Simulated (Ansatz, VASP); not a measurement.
# Two plane-wave programs on TaN

```
Ta N
1.0
     0.00000    2.21132    2.21132
     2.21132    0.00000    2.21132
     2.21132    2.21132    0.00000
Ta N
1 1
Direct
  0.50000 0.50000 0.50000
  0.00000 0.00000 0.00000
```

Alike in both runs: task single point; functional PBE; k mesh 10 × 10 × 10; occupations gaussian, width 0.013 eV; no spin polarisation.

|  | VASP | Ansatz |
| --- | --- | --- |
| version | VASP 6.6.1 | Ansatz 0.2.0 |
| potentials or method | VASP PAW PBE potentials, release 64 (Ta_pv, N) | Ansatz PAW |
| plane-wave cutoff (eV) | 520 | 420 |
| valence electrons in the cell | 16 | 18 |

Ansatz gave:

```
gap on the k mesh at the Fermi level (eV) : none
pressure (GPa)                            : -1.4
```

Which values does VASP return?

gap on the k mesh at the Fermi level (eV): none; pressure (GPa): -0.6.

A gap of «none» marks a metal or a gap that the smearing closes. VASP's potentials hold 16 valence electrons a cell and Ansatz's 18, so a difference there can come from the potentials and not from the codes.

Spin-orbit coupling is off throughout.
